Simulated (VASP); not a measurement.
# Ge (Fd-3m) in VASP: a series of runs

The runs below take Ge through single point, relaxation of cell and atoms, with PBEsol.

Program: VASP 6.6.1. These are calculated values, not measurements. Logs are shortened: lines on timing, memory, paths and dates and some standing lists are left out, and cuts for length are marked.

**Measured values to compare with.**

From “Electronic and optical properties of SixGe1-x-ySny alloys lattice-matched to Ge”, 2021, arxiv:2109.02782, for a bulk crystal of Ge at 300 K: band gap 0.807 eV (direct).

How close the calculation comes is told below.

## Step 1: The cell of the first run

Symmetry: Fd-3m, No. 227, cubic system. The conventional cell has a = 5.677 Å, b = 5.677 Å, c = 5.677 Å, α = 90.00°, β = 90.00°, γ = 90.00°. Within 3.2 Å of Ge (site symmetry -43m) lie 4 Ge at 2.46 Å.

## Step 2: Single point, PBEsol

INCAR reads:

```
ALGO = Normal
EDIFF = 1E-6
ENCUT = 520
GGA = PS
ISIF = 2
ISMEAR = -1
LASPH = T
LCHARG = F
LREAL = F
LWAVE = F
NBANDS = 21
NELM = 60
PREC = Accurate
SIGMA = 0.02
```

KPOINTS reads:

```
k-points
0
Gamma
  7 7 7
```

POSCAR reads:

```
Ge
1.0
    0.0000000000      2.8382994633      2.8382994633
    2.8382994633      0.0000000000      2.8382994633
    2.8382994633      2.8382994633      0.0000000000
Ge
2
Direct
    0.0000000000      0.0000000000      0.0000000000
    0.2500000000      0.2500000000      0.2500000000
```

Potentials or basis: VASP PAW PBE potentials, release 64 (Ge_d).

The run is started by

```sh
$ cat potpaw_PBE.64/Ge_d/POTCAR > POTCAR
$ mpirun -np 1 vasp_std > vasp.out
```

OUTCAR:

```text
EDIFF = 1E-6
   ENCUT = 520
   GGA = PS
   ISIF = 2
   ISMEAR = -1
   LASPH = T
   LREAL = F
   NELM = 60
   PREC = Accurate

 ion  position               nearest neighbor table
   1  0.000  0.000  0.000-   2 2.46   2 2.46   2 2.46   2 2.46
   2  0.250  0.250  0.250-   1 2.46   1 2.46   1 2.46   1 2.46

  LATTYP: Found a face centered cubic cell.
 ALAT       =     5.6765989266

  Lattice vectors:

 A1 = (   0.0000000000,   2.8382994633,   2.8382994633)
 A2 = (   2.8382994633,   0.0000000000,   2.8382994633)
 A3 = (   2.8382994633,   2.8382994633,   0.0000000000)

Analysis of symmetry for initial positions (statically):
=====================================================================
 Subroutine PRICEL returns:
 Original cell was already a primitive cell.

 Routine SETGRP: Setting up the symmetry group for a
 face centered cubic supercell.

 Subroutine GETGRP returns: Found 48 space group operations
 (whereof 24 operations were pure point group operations)
 out of a pool of 48 trial point group operations.

The static configuration has the point symmetry T_d .
 The point group associated with its full space group is O_h .

Analysis of symmetry for dynamics (positions and initial velocities):
=====================================================================
 Subroutine PRICEL returns:
 Original cell was already a primitive cell.

 Routine SETGRP: Setting up the symmetry group for a
 face centered cubic supercell.

 Subroutine GETGRP returns: Found 48 space group operations
 (whereof 24 operations were pure point group operations)
 out of a pool of 48 trial point group operations.

The dynamic configuration has the point symmetry T_d .
 The point group associated with its full space group is O_h .

 Subroutine INISYM returns: Found 48 space group operations
 (whereof 24 operations are pure point group operations),
 and found     1 'primitive' translations

----------------------------------------------------------------------------------------

                                     Primitive cell

  volume of cell :      45.7304

  direct lattice vectors                    reciprocal lattice vectors
     0.000000000  2.838299463  2.838299463    -0.176161820  0.176161820  0.176161820
     2.838299463  0.000000000  2.838299463     0.176161820 -0.176161820  0.176161820
     2.838299463  2.838299463  0.000000000     0.176161820  0.176161820 -0.176161820

  length of vectors
     4.013961595  4.013961595  4.013961595     0.305121223  0.305121223  0.305121223

  position of ions in fractional coordinates (direct lattice)
     0.000000000  0.000000000  0.000000000
     0.250000000  0.250000000  0.250000000

  ion indices of the primitive-cell ions
   primitive index   ion index
                 1           1
                 2           2

----------------------------------------------------------------------------------------

 KPOINTS: k-points

Automatic generation of k-mesh.
 Grid dimensions read from file:
 generate k-points for:    7    7    7

 Generating k-lattice:

  Cartesian coordinates                     Fractional coordinates (reciprocal lattice)
    -0.025165974  0.025165974  0.025165974     0.142857143  0.000000000  0.000000000
     0.025165974 -0.025165974  0.025165974     0.000000000  0.142857143  0.000000000
     0.025165974  0.025165974 -0.025165974     0.000000000  0.000000000  0.142857143

  Length of vectors
     0.043588746  0.043588746  0.043588746

  Shift w.r.t. Gamma in fractional coordinates (k-lattice)
     0.000000000  0.000000000  0.000000000

 Subroutine IBZKPT returns following result:
 ===========================================

 Found     20 irreducible k-points:

 Following reciprocal coordinates:
            Coordinates               Weight
  0.000000  0.000000  0.000000      1.000000
  0.142857  0.000000  0.000000      8.000000
  0.285714  0.000000  0.000000      8.000000
  0.428571  0.000000  0.000000      8.000000
  0.142857  0.142857  0.000000      6.000000
  0.285714  0.142857  0.000000     24.000000
[... 12 lines left out ...]
 -0.428571  0.428571  0.142857     24.000000
 -0.285714  0.428571  0.142857     24.000000
   k-points           NKPTS =     20   k-points in BZ     NKDIM =     20   number of bands    NBANDS=     21
   number of dos      NEDOS =    301   number of ions     NIONS =      2
   total plane-waves  NPLWV =  27000
   dimension x,y,z NGX =    30 NGY =   30 NGZ =   30
   dimension x,y,z NGXF=    60 NGYF=   60 NGZF=   60
   ions per type =               2
   NGX,Y,Z   is equivalent  to a cutoff of  12.43, 12.43, 12.43 a.u.
   NGXF,Y,Z  is equivalent  to a cutoff of  24.85, 24.85, 24.85 a.u.
 SYSTEM =  unknown system
   PREC   = accura    normal or accurate (medium, high low for compatibility)
   ISTART =      0    job   : 0-new  1-cont  2-samecut
   ICHARG =      2    charge: 1-file 2-atom 10-const
   ISPIN  =      1    spin polarized calculation?
   LNONCOLLINEAR =      F non collinear calculations
   LSORBIT =      F    spin-orbit coupling
   LASPH  =      T    aspherical Exc in radial PAW
   ENCUT  =  520.0 eV  38.22 Ry    6.18 a.u.   7.46  7.46  7.46*2*pi/ulx,y,z
   NELM   =     60;   NELMIN=  2; NELMDL= -5     # of ELM steps
   EDIFF  = 0.1E-05   stopping-criterion for ELM
   LREAL  =      F    real-space projection
[... 7 lines left out ...]
   TEBEG  =    0.0;   TEEND  =   0.0 temperature during run
   PSTRESS=    0.0 pullay stress
   NELECT =      28.0000    total number of electrons
   NUPDOWN=      -1.0000    fix difference up-down
   EMIN   =  10.00;   EMAX   =-10.00  energy-range for DOS
   EFERMI =   0.00;   METHOD = LEGACY
   ISMEAR =    -1;   SIGMA  =   0.02  broadening in eV -4-tet -1-fermi 0-gaus
   EFERMI_NEDOS =   21; number of points for ismear=-14 and -15
   IALGO  =     38    algorithm
   IMIX   =      4    mixing-type and parameters
     AMIX     =   0.40;   BMIX     =  1.00
     AMIX_MAG =   1.60;   BMIX_MAG =  1.00
  volume/ion in A,a.u.               =      22.87       154.30
  Fermi-wavevector in a.u.,A,eV,Ry     =   1.390142  2.626988 26.293203  1.932496
  Thomas-Fermi vector in A             =   2.514106
   LORBIT       =      0    0 simple, 1 ext, 2 COOP (PROOUT), +10 PAW based schemes
   GGA     = PS    functional components
   LHFCALC =     F    Hartree Fock is set to
   AEXX    =    0.0000 exact exchange contribution
   IVDW    =     0    specifies the selected vdW correction
   LEPSILON=     F    determine dielectric tensor
   LRPA    =     F    only Hartree local field effects (RPA)
 non-spin polarized calculation
  energy-cutoff  :      520.00
  volume of cell :       45.73
 maximum number of plane-waves:      1248
 NGX is ok and might be reduce to    30
   NGX = 15   NGY = 15   NGZ = 15

 number of electron      28.0000014 magnetization

 Free energy of the ion-electron system (eV)
  ---------------------------------------------------
  ext. energy  EPLUGINS =         0.00000000
  ---------------------------------------------------
  free energy    TOTEN  =        -9.85219911 eV

  energy without entropy =       -9.85195637  energy(sigma->0) =       -9.85207774

 E-fermi :   4.7842     XC(G=0): -10.0782

 val. band max:        4.7707455855   @ k =   0.0000   0.0000   0.0000
 cond. band min:       4.9047658512   @ k =   0.4286   0.0000   0.0000
 fundamental gap:      0.1340202657
 Fermi energy:         4.7841554848

 k-point     1 :       0.0000    0.0000    0.0000
  band No.  band energies     occupation
      1     -19.9768      2.00000
      2     -19.9768      2.00000
      3     -19.9768      2.00000
      4     -19.9411      2.00000
      5     -19.9411      2.00000
      6     -19.7343      2.00000
[... 13 lines left out ...]
     20      14.2210      0.00000
     21      14.2210      0.00000

 k-point     2 :       0.1429    0.0000    0.0000
  band No.  band energies     occupation
      1     -19.9864      2.00000
      2     -19.9864      2.00000
      3     -19.9737      2.00000
      4     -19.9275      2.00000
      5     -19.9275      2.00000
      6     -19.7484      2.00000
[... 13 lines left out ...]
     20      13.1756      0.00000
     21      13.1756      0.00000

 k-point     3 :       0.2857    0.0000    0.0000
  band No.  band energies     occupation
      1     -19.9966      2.00000
      2     -19.9966      2.00000
      3     -19.9664      2.00000
      4     -19.9093      2.00000
      5     -19.9093      2.00000
      6     -19.7625      2.00000
[... 13 lines left out ...]
     20      13.2297      0.00000
     21      13.2297      0.00000

 k-point     4 :       0.4286    0.0000    0.0000
  band No.  band energies     occupation
      1     -20.0005      2.00000
      2     -20.0005      2.00000
      3     -19.9603      2.00000
      4     -19.9009      2.00000
      5     -19.9009      2.00000
      6     -19.7680      2.00000
[... 13 lines left out ...]
     20      15.0130      0.00000
     21      15.0130      0.00000

 k-point     5 :       0.1429    0.1429    0.0000
  band No.  band energies     occupation
      1     -19.9849      2.00000
      2     -19.9840      2.00000
      3     -19.9840      2.00000
      4     -19.9297      2.00000
      5     -19.9124      2.00000
      6     -19.7748      2.00000
[... 13 lines left out ...]
     20      12.5206      0.00000
     21      14.5659      0.00000

 k-point     6 :       0.2857    0.1429    0.0000
  band No.  band energies     occupation
      1     -20.0012      2.00000
      2     -19.9930      2.00000
      3     -19.9712      2.00000
      4     -19.9133      2.00000
      5     -19.8902      2.00000
      6     -19.7974      2.00000
[... 13 lines left out ...]
     20      13.9176      0.00000
     21      14.5058      0.00000

 k-point     7 :       0.4286    0.1429    0.0000
  band No.  band energies     occupation
      1     -20.0124      2.00000
      2     -20.0007      2.00000
      3     -19.9525      2.00000
      4     -19.8967      2.00000
      5     -19.8815      2.00000
      6     -19.8017      2.00000
[... 13 lines left out ...]
     20      15.0003      0.00000
     21      15.8350      0.00000
[... 195 lines left out ...]
      1     -20.0194      2.00000
      2     -20.0105      2.00000
      3     -19.9249      2.00000
      4     -19.9017      2.00000
      5     -19.8326      2.00000
      6     -19.8265      2.00000
[... 13 lines left out ...]
     20      15.8466      0.00000
     21      17.2649      0.00000

 k-point    17 :       0.4286    0.2857    0.1429
  band No.  band energies     occupation
      1     -20.0083      2.00000
      2     -20.0083      2.00000
      3     -19.9518      2.00000
      4     -19.8975      2.00000
      5     -19.8664      2.00000
      6     -19.8212      2.00000
[... 13 lines left out ...]
     20      15.0302      0.00000
     21      15.8925      0.00000

 k-point    18 :      -0.4286    0.2857    0.1429
  band No.  band energies     occupation
      1     -20.0218      2.00000
      2     -20.0119      2.00000
      3     -19.9278      2.00000
      4     -19.8797      2.00000
      5     -19.8568      2.00000
      6     -19.8260      2.00000
[... 13 lines left out ...]
     20      15.0503      0.00000
     21      16.3239      0.00000

 k-point    19 :      -0.4286    0.4286    0.1429
  band No.  band energies     occupation
      1     -20.0183      2.00000
      2     -20.0171      2.00000
      3     -19.9240      2.00000
      4     -19.8775      2.00000
      5     -19.8554      2.00000
      6     -19.8160      2.00000
[... 13 lines left out ...]
     20      15.7412      0.00000
     21      17.4921      0.00000

 k-point    20 :      -0.2857    0.4286    0.1429
  band No.  band energies     occupation
      1     -20.0266      2.00000
      2     -20.0177      2.00000
      3     -19.9075      2.00000
      4     -19.8614      2.00000
      5     -19.8487      2.00000
      6     -19.8253      2.00000
[... 13 lines left out ...]
     20      15.4262      0.00000
     21      17.6685      0.00000

------------------------ aborting loop because EDIFF is reached ----------------------------------------

  FORCE on cell =-STRESS in cart. coord.  units (eV):
  Direction    XX          YY          ZZ          XY          YZ          ZX
  --------------------------------------------------------------------------------------
  -------------------------------------------------------------------------------------
  Total       -0.0237429     -0.0237429     -0.0237429      0.0000000      0.0000000      0.0000000
  in kB       -0.8318410     -0.8318410     -0.8318410      0.0000000      0.0000000      0.0000000
  external PRESSURE =      -0.8318410 kB  Pullay stress =       0.0000000 kB

 VOLUME and BASIS-vectors are now :
 -----------------------------------------------------------------------------
  energy-cutoff  :      520.00
  volume of cell :       45.73
      direct lattice vectors                 reciprocal lattice vectors
     0.000000000  2.838299463  2.838299463    -0.176161820  0.176161820  0.176161820
     2.838299463  0.000000000  2.838299463     0.176161820 -0.176161820  0.176161820
     2.838299463  2.838299463  0.000000000     0.176161820  0.176161820 -0.176161820

 POSITION                                       TOTAL-FORCE (eV/Angst)
 -----------------------------------------------------------------------------------
      0.00000      0.00000      0.00000        -0.000000     -0.000000     -0.000000
      1.41915      1.41915      1.41915         0.000000      0.000000      0.000000
 -----------------------------------------------------------------------------------
    total drift:                                0.000000      0.000000      0.000000

  FREE ENERGIE OF THE ION-ELECTRON SYSTEM (eV)
  ---------------------------------------------------
  free  energy   TOTEN  =        -9.8521991080 eV

  energy  without entropy=       -9.8519563668  energy(sigma->0) =       -9.85207774
```

Run time: 32 s. Hardware: 1 thread of Intel Xeon 8259CL, shared host; peak memory 0.16 GiB.

Results:

| Property | Result |
| --- | --- |
| Free energy | -9.8522 eV |
| Pressure | -0.1 GPa |
| Band gap on the k mesh | zero (filled and empty bands touch) |

Caveat: semilocal functionals underestimate gaps, so a narrow gap can read as zero; the PAW data sets were made with another functional, which shifts forces and pressure a little.

## Step 3: Relaxation of cell and atoms, PBEsol

This run uses another cell than the first one, of 22.64 Å³/atom.

INCAR reads:

```
PREC = Accurate
ENCUT = 600
EDIFF = 1E-6
ISMEAR = -1
SIGMA = 0.02
LREAL = False
LASPH = True
NELM = 100
ALGO = Normal
ISIF = 3
LWAVE = False
LCHARG = False
GGA = PS
IBRION = 2
NSW = 80
EDIFFG = -0.03
```

KPOINTS reads:

```
regular mesh
0
Gamma
  7 7 7
```

POSCAR reads:

```
Ge
1.0
    0.0000000000      2.8289100000      2.8289100000
    2.8289100000      0.0000000000      2.8289100000
    2.8289100000      2.8289100000      0.0000000000
Ge
2
Direct
    0.0000000000      0.0000000000      0.0000000000
    0.2500000000      0.2500000000      0.2500000000
```

Potentials or basis: VASP PAW PBE potentials, release 64 (Ge_d).

The run is started by

```sh
$ cat potpaw_PBE.64/Ge_d/POTCAR > POTCAR
$ mpirun -np 1 vasp_std > vasp.out
```

It took 43 s on 1 thread of Intel Xeon 8259CL, shared host; peak memory 0.18 GiB.

Results (log left out):

| Quantity | Value |
| --- | --- |
| Free energy | -9.8523 eV |
| Relaxed volume | 22.91 Å³/atom |
| Relaxed cell | a = 4.017 Å, b = 4.017 Å, c = 4.017 Å, α = 60.00°, β = 60.00°, γ = 60.00° |
| Space group after relaxing (to 0.1 Å) | Fd-3m (No. 227) |
| Energy gained by relaxing | 0.4 meV/atom |
| Ionic steps | 2 |
| Pressure after relaxing | -0.1 GPa |
| Band gap on the k mesh | zero (filled and empty bands touch) |

Step by step:
| step | energy change (eV) | largest force (eV/Å) | pressure (GPa) | volume (Å³) |
| --- | --- | --- | --- | --- |
| 1 | 0.0000 | 0.0000 | 0.59 | 45.28 |
| 2 | -0.0007 | 0.0000 | -0.07 | 45.82 |

Final structure:
```xyz
2
Lattice="0.0000 2.8402 2.8402 2.8402 0.0000 2.8402 2.8402 2.8402 0.0000" Properties=species:S:1:pos:R:3 pbc="T T T"
Ge    2.8402    0.0000    2.8402
Ge    1.4201    1.4201    1.4201
```

Levels at points of the mesh, in eV from the Fermi level:
```csv
k point,band 11,band 12,band 13,band 14,band 15,band 16,band 17,band 18
"(0.00, 0.00, 0.00)",-12.72,-0.13,-0.01,-0.01,-0.01,2.51,2.51,2.51
```

Caveat: semilocal functionals underestimate gaps, so a narrow gap can read as zero; the PAW data sets were made with another functional, which shifts forces and pressure a little.

## Step 4: Against experiment

Step 2. Against the measured gap of Ge, 0.807 eV (direct; 300 K; “Electronic and optical properties of SixGe1-x-ySny alloys lattice-matched to Ge”, 2021, arxiv:2109.02782), the calculated 0.00 eV is off by -0.81 eV. 3 values of this kind are on record (0.666 to 0.807 eV); this one was drawn at random among those near their median. Spin-orbit coupling on Ge is left out. The value is that of PBEsol on a finite k mesh, which can miss the band edges, without temperature or zero-point motion. Semilocal functionals fall short of measured gaps as a rule.
